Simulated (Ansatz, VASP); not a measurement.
**Two plane-wave programs on Pt**

The input INCAR:

```
  PREC = Accurate
  ENCUT = 520
  EDIFF = 1E-6
  ISMEAR = 0
  SIGMA = 0.15
  LREAL = False
  LASPH = True
  NELM = 60
  ALGO = Fast
  ISIF = 2
  LWAVE = False
  LCHARG = True
  GGA = PS
  LELF = True
  LVHAR = True
  NBANDS = 17
```

File KPOINTS:

```
regular mesh
0
Gamma
  16 16 12
```

Contents of POSCAR:

```
Pt
1.0
    0.0000000000     -1.9589709029     -1.9589709029
    0.0000000000      1.9589709029     -1.9589709029
    3.9179418058      0.0000000000      0.0000000000
Pt
2
Direct
    0.5283312018      0.4943337596      0.5000000000
   -0.0283312018      0.0056662404      0.0000000000
```

Input for Ansatz:

```yaml
crystal:
  lattice:
    - [0.0, -1.9589709029, -1.9589709029]
    - [0.0, 1.9589709029, -1.9589709029]
    - [3.9179418058, 0.0, 0.0]
  atoms:
    - { symbol: Pt, position: [0.5283312018, 0.4943337596, 0.5] }
    - { symbol: Pt, position: [-0.0283312018, 0.0056662404, 0.0] }
basis:
  ecutwfc: 420
kpoints:
  mp_grid: { grid: [16, 16, 12] }
hamiltonian:
  xc: pbesol
  pseudopotentials: { kind: paw, azcp: { folder: soft_1 } }
scf:
  occupations: { method: gaussian, width: 0.15 }
output:
  forces: true
  stress: true
  eigenvalues: true
```

Change from the starting cell: mode 4 frozen in at -0.067 Å and mode 5 at -0.044 Å (largest displacements).

Alike in both runs: task single point; functional PBEsol; k mesh 16 × 16 × 12; occupations gaussian, width 0.15 eV; no spin polarisation.

|  | VASP | Ansatz |
| --- | --- | --- |
| version | VASP 6.6.1 | Ansatz 0.2.0 |
| potentials or method | VASP PAW PBE potentials, release 64 (Pt), cutoff 520 eV | scalar-relativistic, plane waves, PAW |
| valence electrons in the cell | 20 | 36 |

```csv
,VASP,Ansatz,Ansatz less VASP
gap on the k mesh at the Fermi level (eV),none,none,-
pressure (GPa),1.5,1.9,+0.39
"traceless stress, the component that is largest in VASP (GPa)",1.35,1.36,+0.013
rms of the force components (eV/Å),0.505,0.508,+0.0032
```

VASP's potentials were made for PBE, not for PBEsol, and Ansatz warns of the same on its side. Atom by atom the forces differ by 0.003 eV/Å (rms over components). A gap of «none» marks a metal or a gap that the smearing closes. VASP's potentials hold 20 valence electrons a cell and Ansatz's 36, so a difference there can come from the potentials and not from the codes.

Spin-orbit coupling is off throughout.
